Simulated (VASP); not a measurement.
# BN (CsCl type) (Pm-3m) in VASP: a series of runs

Runs on BN (CsCl type). Level: PBE. Tasks: single point, relaxation of cell and atoms.

Program: VASP 6.6.1. These are calculated values, not measurements. Logs are shortened: lines on timing, memory, paths and dates and some standing lists are left out, and cuts for length are marked.

### Step 1. The cell of the first run

Symmetry: Pm-3m, No. 221, cubic system. The conventional cell has a = 2.166 Å, b = 2.166 Å, c = 2.166 Å, α = 90.00°, β = 90.00°, γ = 90.00°. B (site symmetry m-3m) has 8 N at 1.88 Å and 6 B at 2.17 Å within 2.5 Å. Within 2.5 Å of N (site symmetry m-3m) lie 8 B at 1.88 Å and 6 N at 2.17 Å.

### Step 2. Single point, PBE

INCAR

```
SYSTEM = BN
PREC     = Accurate       ! precision mode
ENCUT    = 520            ! plane-wave cutoff, eV
EDIFF    = 1E-6           ! SCF threshold, eV
ISMEAR   = -1             ! smearing method
SIGMA    = 0.05           ! smearing width, eV
LREAL    = .False.        ! projectors in reciprocal space
LASPH    = .True.         ! aspherical terms in the spheres
NELM     = 100            ! most SCF steps
ALGO     = Normal         ! electronic algorithm
ISIF     = 2              ! what is computed and relaxed
LWAVE    = .False.        ! write WAVECAR
LCHARG   = .False.        ! write CHGCAR
GGA      = PE             ! functional
NBANDS   = 11             ! bands
```

KPOINTS

```
regular mesh
0
Gamma
  15 15 15
  0 0 0
```

POSCAR

```
BN
1.0
    2.1664999241      0.0000000000      0.0000000000
    0.0000000000      2.1664999241      0.0000000000
    0.0000000000      0.0000000000      2.1664999241
B N
1 1
Direct
    0.0000000000      0.0000000000      0.0000000000
    0.5000000000      0.5000000000      0.5000000000
```

Potentials or basis: VASP PAW PBE potentials, release 64 (B, N).

On the command line:

```
cat potpaw_PBE.64/B/POTCAR potpaw_PBE.64/N/POTCAR > POTCAR
mpirun -np 1 vasp_std > vasp.out
```

OUTCAR:

```text
SYSTEM = BN
   PREC = Accurate
   ENCUT = 520
   EDIFF = 1E-6
   ISMEAR = -1
   LREAL = .False.
   LASPH = .True.
   NELM = 100
   ISIF = 2
   GGA = PE

 ion  position               nearest neighbor table
   1  0.000  0.000  0.000-   2 1.88   2 1.88   2 1.88   2 1.88   2 1.88   2 1.88   2 1.88   2 1.88

   2  0.500  0.500  0.500-   1 1.88   1 1.88   1 1.88   1 1.88   1 1.88   1 1.88   1 1.88   1 1.88

  LATTYP: Found a simple cubic cell.
 ALAT       =     2.1664999241

  Lattice vectors:

 A1 = (   2.1664999241,   0.0000000000,   0.0000000000)
 A2 = (   0.0000000000,   2.1664999241,   0.0000000000)
 A3 = (   0.0000000000,   0.0000000000,   2.1664999241)

Analysis of symmetry for initial positions (statically):
=====================================================================
 Subroutine PRICEL returns:
 Original cell was already a primitive cell.

 Routine SETGRP: Setting up the symmetry group for a
 simple cubic supercell.

 Subroutine GETGRP returns: Found 48 space group operations
 (whereof 48 operations were pure point group operations)
 out of a pool of 48 trial point group operations.

The static configuration has the point symmetry O_h .

Analysis of symmetry for dynamics (positions and initial velocities):
=====================================================================
 Subroutine PRICEL returns:
 Original cell was already a primitive cell.

 Routine SETGRP: Setting up the symmetry group for a
 simple cubic supercell.

 Subroutine GETGRP returns: Found 48 space group operations
 (whereof 48 operations were pure point group operations)
 out of a pool of 48 trial point group operations.

The dynamic configuration has the point symmetry O_h .

 Subroutine INISYM returns: Found 48 space group operations
 (whereof 48 operations are pure point group operations),
 and found     1 'primitive' translations

----------------------------------------------------------------------------------------

                                     Primitive cell

  volume of cell :      10.1689

  direct lattice vectors                    reciprocal lattice vectors
     2.166499924  0.000000000  0.000000000     0.461573983  0.000000000  0.000000000
     0.000000000  2.166499924  0.000000000     0.000000000  0.461573983  0.000000000
     0.000000000  0.000000000  2.166499924     0.000000000  0.000000000  0.461573983

  length of vectors
     2.166499924  2.166499924  2.166499924     0.461573983  0.461573983  0.461573983

  position of ions in fractional coordinates (direct lattice)
     0.000000000  0.000000000  0.000000000
     0.500000000  0.500000000  0.500000000

  ion indices of the primitive-cell ions
   primitive index   ion index
                 1           1
                 2           2

----------------------------------------------------------------------------------------

 KPOINTS: regular mesh

Automatic generation of k-mesh.
 Grid dimensions read from file:
 generate k-points for:   15   15   15

 Generating k-lattice:

  Cartesian coordinates                     Fractional coordinates (reciprocal lattice)
     0.030771599  0.000000000  0.000000000     0.066666667  0.000000000  0.000000000
     0.000000000  0.030771599  0.000000000     0.000000000  0.066666667  0.000000000
     0.000000000  0.000000000  0.030771599     0.000000000  0.000000000  0.066666667

  Length of vectors
     0.030771599  0.030771599  0.030771599

  Shift w.r.t. Gamma in fractional coordinates (k-lattice)
     0.000000000  0.000000000  0.000000000

 Subroutine IBZKPT returns following result:
 ===========================================

 Found    120 irreducible k-points:

 Following reciprocal coordinates:
            Coordinates               Weight
  0.000000  0.000000  0.000000      1.000000
  0.066667  0.000000  0.000000      6.000000
  0.133333  0.000000  0.000000      6.000000
  0.200000  0.000000  0.000000      6.000000
  0.266667  0.000000  0.000000      6.000000
  0.333333  0.000000  0.000000      6.000000
[... 16 lines left out ...]
  0.266667  0.200000  0.000000     24.000000
  0.333333  0.200000  0.000000     24.000000
 [... further k-points ...]
   k-points           NKPTS =    120   k-points in BZ     NKDIM =    120   number of bands    NBANDS=     11
   number of dos      NEDOS =    301   number of ions     NIONS =      2
   total plane-waves  NPLWV =   4096
   dimension x,y,z NGX =    16 NGY =   16 NGZ =   16
   dimension x,y,z NGXF=    32 NGYF=   32 NGZF=   32
   ions per type =               1   1
   NGX,Y,Z   is equivalent  to a cutoff of  12.28, 12.28, 12.28 a.u.
   NGXF,Y,Z  is equivalent  to a cutoff of  24.56, 24.56, 24.56 a.u.
 SYSTEM =  BN
   PREC   = accura    normal or accurate (medium, high low for compatibility)
   ISTART =      0    job   : 0-new  1-cont  2-samecut
   ICHARG =      2    charge: 1-file 2-atom 10-const
   ISPIN  =      1    spin polarized calculation?
   LNONCOLLINEAR =      F non collinear calculations
   LSORBIT =      F    spin-orbit coupling
   LASPH  =      T    aspherical Exc in radial PAW
   ENCUT  =  520.0 eV  38.22 Ry    6.18 a.u.   4.03  4.03  4.03*2*pi/ulx,y,z
   NELM   =    100;   NELMIN=  2; NELMDL= -5     # of ELM steps
   EDIFF  = 0.1E-05   stopping-criterion for ELM
   LREAL  =      F    real-space projection
   EDIFFG = 0.1E-04   stopping-criterion for IOM
   NSW    =      0    number of steps for IOM
   IBRION =     -1    ionic relax: 0-MD 1-quasi-New 2-CG
   NFREE  =      0    steps in history (QN), initial steepest desc. (CG)
   ISIF   =      2    stress and relaxation
   ISYM   =      2    0-nonsym 1-usesym 2-fastsym
   POTIM  = 0.5000    time-step for ionic-motion
   TEBEG  =    0.0;   TEEND  =   0.0 temperature during run
   PSTRESS=    0.0 pullay stress
   NELECT =       8.0000    total number of electrons
   NUPDOWN=      -1.0000    fix difference up-down
   EMIN   =  10.00;   EMAX   =-10.00  energy-range for DOS
   EFERMI =   0.00;   METHOD = LEGACY
   ISMEAR =    -1;   SIGMA  =   0.05  broadening in eV -4-tet -1-fermi 0-gaus
   EFERMI_NEDOS =   21; number of points for ismear=-14 and -15
   IALGO  =     38    algorithm
   IMIX   =      4    mixing-type and parameters
     AMIX     =   0.40;   BMIX     =  1.00
     AMIX_MAG =   1.60;   BMIX_MAG =  1.00
  volume/ion in A,a.u.               =       5.08        34.31
  Fermi-wavevector in a.u.,A,eV,Ry     =   1.511284  2.855913 31.075434  2.283980
  Thomas-Fermi vector in A             =   2.621362
   LORBIT       =      0    0 simple, 1 ext, 2 COOP (PROOUT), +10 PAW based schemes
   GGA     = PE    functional components
   LHFCALC =     F    Hartree Fock is set to
   AEXX    =    0.0000 exact exchange contribution
   IVDW    =     0    specifies the selected vdW correction
   LEPSILON=     F    determine dielectric tensor
   LRPA    =     F    only Hartree local field effects (RPA)
 non-spin polarized calculation
  energy-cutoff  :      520.00
  volume of cell :       10.17
 maximum number of plane-waves:       289
   NGX =  9   NGY =  9   NGZ =  9

 number of electron       8.0000000 magnetization

 Free energy of the ion-electron system (eV)
  ---------------------------------------------------
  ext. energy  EPLUGINS =         0.00000000
  ---------------------------------------------------
  free energy    TOTEN  =        -9.55183959 eV

  energy without entropy =       -9.54695596  energy(sigma->0) =       -9.54939778

 E-fermi :  11.9551     XC(G=0): -14.1889

 val. band max:       11.9350606472   @ k =   0.4667   0.3333   0.1333
 cond. band min:      12.0085910424   @ k =   0.4000   0.4000   0.4000
 fundamental gap:      0.0735303951
 Fermi energy:        11.9550649376

 k-point     1 :       0.0000    0.0000    0.0000
  band No.  band energies     occupation
      1     -12.0200      2.00000
      2       9.3829      2.00000
      3       9.3829      2.00000
      4       9.3829      2.00000
      5      16.3815      0.00000
      6      24.3886      0.00000
      7      24.3886      0.00000
      8      25.4058      0.00000
      9      25.4058      0.00000
     10      25.4058      0.00000
     11      50.6592      0.00000

 k-point     2 :       0.0667    0.0000    0.0000
  band No.  band energies     occupation
      1     -11.9102      2.00000
      2       8.6130      2.00000
      3       9.4798      2.00000
      4       9.4798      2.00000
      5      16.6128      0.00000
      6      24.2165      0.00000
      7      24.5304      0.00000
      8      25.2218      0.00000
      9      25.2218      0.00000
     10      26.2561      0.00000
     11      49.9197      0.00000

 k-point     3 :       0.1333    0.0000    0.0000
  band No.  band energies     occupation
      1     -11.5827      2.00000
      2       6.7986      2.00000
      3       9.7660      2.00000
      4       9.7660      2.00000
      5      17.0180      0.00000
      6      23.8622      0.00000
      7      24.6830      0.00000
      8      24.6830      0.00000
      9      24.9560      0.00000
     10      28.4560      0.00000
     11      48.3251      0.00000

 k-point     4 :       0.2000    0.0000    0.0000
  band No.  band energies     occupation
      1     -11.0431      2.00000
      2       4.6022      2.00000
      3      10.2258      2.00000
      4      10.2258      2.00000
      5      17.3551      0.00000
      6      23.3926      0.00000
      7      23.8384      0.00000
      8      23.8384      0.00000
      9      25.6652      0.00000
     10      31.5687      0.00000
     11      44.8021      0.00000
[... 239 lines left out ...]
 k-point    22 :       0.2000    0.2000    0.0000
  band No.  band energies     occupation
      1     -10.0627      2.00000
      2       5.0554      2.00000
      3       5.9025      2.00000
      4      10.9997      2.00000
      5      18.8573      0.00000
      6      20.0274      0.00000
      7      23.1293      0.00000
      8      23.5788      0.00000
      9      30.1047      0.00000
     10      34.4242      0.00000
     11      41.6177      0.00000

 k-point    23 :       0.2667    0.2000    0.0000
  band No.  band energies     occupation
      1      -9.3216      2.00000
      2       3.1741      2.00000
      3       6.2018      2.00000
      4      11.5411      1.99949
      5      18.4042      0.00000
      6      19.3796      0.00000
      7      22.5523      0.00000
      8      23.3259      0.00000
      9      31.4297      0.00000
     10      37.3545      0.00000
     11      40.4959      0.00000

 k-point    24 :       0.3333    0.2000    0.0000
  band No.  band energies     occupation
      1      -8.4126      2.00000
      2       1.1196      2.00000
      3       6.9055      2.00000
      4      12.1403      0.04802
      5      16.9314      0.00000
      6      19.7319      0.00000
      7      21.8664      0.00000
      8      23.0145      0.00000
      9      32.5769      0.00000
     10      39.3463      0.00000
     11      40.9272      0.00000

 [... further k-points ...]
[... 5 lines left out ...]
  --------------------------------------------------------------------------------------
  -------------------------------------------------------------------------------------
  Total        4.8075621      4.8075621      4.8075621      0.0000000      0.0000000     -0.0000000
  in kB      757.4595621    757.4595621    757.4595621      0.0000000      0.0000000     -0.0000000
  external PRESSURE =     757.4595621 kB  Pullay stress =       0.0000000 kB

 VOLUME and BASIS-vectors are now :
 -----------------------------------------------------------------------------
  energy-cutoff  :      520.00
  volume of cell :       10.17
      direct lattice vectors                 reciprocal lattice vectors
     2.166499924  0.000000000  0.000000000     0.461573983  0.000000000  0.000000000
     0.000000000  2.166499924  0.000000000     0.000000000  0.461573983  0.000000000
     0.000000000  0.000000000  2.166499924     0.000000000  0.000000000  0.461573983

 POSITION                                       TOTAL-FORCE (eV/Angst)
 -----------------------------------------------------------------------------------
      0.00000      0.00000      0.00000         0.000000      0.000000      0.000000
      1.08325      1.08325      1.08325         0.000000      0.000000      0.000000
 -----------------------------------------------------------------------------------
    total drift:                                0.000000      0.000000      0.000000

  FREE ENERGIE OF THE ION-ELECTRON SYSTEM (eV)
  ---------------------------------------------------
  free  energy   TOTEN  =        -9.5518395925 eV

  energy  without entropy=       -9.5469559610  energy(sigma->0) =       -9.54939778
```

It took 4.5 s on 1 thread of Intel Xeon Platinum 8488C (Sapphire Rapids), shared host; peak memory 0.11 GiB.

Results:

```yaml
Free_energy: -9.5518 eV
Pressure: 75.7 GPa
Band_gap_on_the_k_mesh: zero (band 4 reaches 13.04 eV, above the bottom of band 5 at 9.62 eV)
```

### Step 3. Single point, PBE

INCAR

```
  PREC = Accurate
  ENCUT = 520
  EDIFF = 1E-6
  ISMEAR = -1
  SIGMA = 0.05
  LREAL = False
  LASPH = True
  NELM = 80
  ALGO = Normal
  ISIF = 2
  LWAVE = False
  LCHARG = False
  GGA = PE
  NBANDS = 11
```

KPOINTS

```
regular mesh
0
Gamma
  15 15 15
```

POSCAR

```
BN
1.0
    2.1663478277      0.0000000000      0.0000000000
    0.0000000000      2.1663478277      0.0000000000
    0.0000000000      0.0000000000      2.1663478277
B N
1 1
Direct
    0.0000000000      0.0000000000      0.0000000000
    0.5000000000      0.5000000000      0.5000000000
```

Potentials or basis: VASP PAW PBE potentials, release 64 (B, N).

On the command line:

```
cat potpaw_PBE.64/B/POTCAR potpaw_PBE.64/N/POTCAR > POTCAR
mpirun -np 1 vasp_std > vasp.out
```

It took 4.7 s on 1 thread of Intel Xeon Platinum 8488C (Sapphire Rapids), shared host; peak memory 0.11 GiB.

The run converged. Its results:

* Free energy: -9.5508 eV
* Pressure: 75.9 GPa
* Band gap on the k mesh: zero (band 4 reaches 13.04 eV, above the bottom of band 5 at 9.62 eV)

Levels at points of the mesh, in eV from the Fermi level:
```tsv
k point	band 1	band 2	band 3	band 4	band 5	band 6	band 7	band 8	band 9
(0.00, 0.00, 0.00)	-23.98	-2.57	-2.57	-2.57	4.43	12.43	12.43	13.45	13.45
```

### Step 4. Relaxation of cell and atoms, PBE, target pressure 76 GPa, at which the enthalpy is minimised

This run uses another cell than the first one, of 4.38 Å³/atom, 0.862 times its volume.

INCAR

```
SYSTEM = BN
PREC = Accurate ; ENCUT = 600
EDIFF = 1E-7 ; ISMEAR = -1
SIGMA = 0.05 ; LREAL = .FALSE.
LASPH = .TRUE. ; NELM = 80
ALGO = Normal ; ISIF = 3
LWAVE = .FALSE. ; LCHARG = .FALSE.
GGA = PE ; IBRION = 2
NSW = 60 ; EDIFFG = -0.005
PSTRESS = 760.0
```

KPOINTS

```
regular mesh
0
G
  15 15 15
  0 0 0
```

POSCAR

```
BN
1.0
    2.0616543305      0.0000000000      0.0000000000
    0.0000000000      2.0616543305      0.0000000000
    0.0000000000      0.0000000000      2.0616543305
B N
1 1
Direct
    0.0000000000      0.0000000000      0.0000000000
    0.5000000000      0.5000000000      0.5000000000
```

On the command line:

```
cat potpaw_PBE.64/B/POTCAR potpaw_PBE.64/N/POTCAR > POTCAR
mpirun -np 1 vasp_std > vasp.out
```

It took 21 s on 1 thread of Intel Xeon Platinum 8488C (Sapphire Rapids), shared host; peak memory 0.11 GiB.

Results (log left out):

* Free energy: -9.5493 eV
* Relaxed volume: 5.08 Å³/atom
* Relaxed cell: a = 2.166 Å, b = 2.166 Å, c = 2.166 Å, α = 90.00°, β = 90.00°, γ = 90.00°
* Space group after relaxing (to 0.05 Å): Pm-3m (No. 221)
* Energy change on relaxing (the enthalpy is what falls): -528.9 meV/atom
* Ionic steps: 18
* Pressure after relaxing: 76.0 GPa
* Band gap on the k mesh: zero (band 4 reaches 13.04 eV, above the bottom of band 5 at 9.62 eV)

The path:
| step | energy change (eV) | largest force (eV/Å) | pressure (GPa) | volume (Å³) |
| --- | --- | --- | --- | --- |
| 1 | 0.0000 | 0.0000 | 176.28 | 8.76 |
| 2 | -1.5159 | 0.0000 | -4.62 | 12.72 |
| 3 | -1.0981 | 0.0000 | 71.59 | 10.25 |
| 4 | -1.0630 | 0.0000 | 75.46 | 10.18 |
| 5 | -1.0489 | 0.0000 | 76.98 | 10.15 |
| 6 | -1.0491 | 0.0000 | 76.95 | 10.15 |
| 7 | -1.0498 | 0.0000 | 76.89 | 10.15 |
| 8 | -1.0498 | 0.0000 | 76.88 | 10.15 |
| 9 | -1.0498 | 0.0000 | 76.88 | 10.15 |
| 10 | -1.0498 | 0.0000 | 76.88 | 10.15 |
| 11 | -1.0499 | 0.0000 | 76.87 | 10.15 |
| 12 | -1.0500 | 0.0000 | 76.86 | 10.15 |
| 13 | -1.0502 | 0.0000 | 76.84 | 10.15 |
| 14 | -1.0506 | 0.0000 | 76.80 | 10.15 |
| 15 | -1.0514 | 0.0000 | 76.71 | 10.15 |
| 16 | -1.0531 | 0.0000 | 76.54 | 10.16 |
| 17 | -1.0564 | 0.0000 | 76.17 | 10.16 |
| 18 | -1.0579 | 0.0000 | 76.02 | 10.17 |

Final structure:
```
B N
1.0
     2.16627    0.00000    0.00000
     0.00000    2.16627    0.00000
     0.00000    0.00000    2.16627
B N
1 1
Direct
  0.00000 0.00000 0.00000
  0.50000 0.50000 0.50000
```

Levels at points of the mesh, in eV from the Fermi level:
| k point | band 1 | band 2 | band 3 | band 4 | band 5 | band 6 | band 7 | band 8 |
| --- | --- | --- | --- | --- | --- | --- | --- | --- |
| (0.00, 0.00, 0.00) | -23.98 | -2.57 | -2.57 | -2.57 | 4.43 | 13.46 | 13.46 | 13.46 |

Caveat: the cell is relaxed towards a set pressure, so the enthalpy falls and the energy may rise; the volume moved by over 15 % at a fixed basis, so the end points are rough.

[end of part 1 of 2]
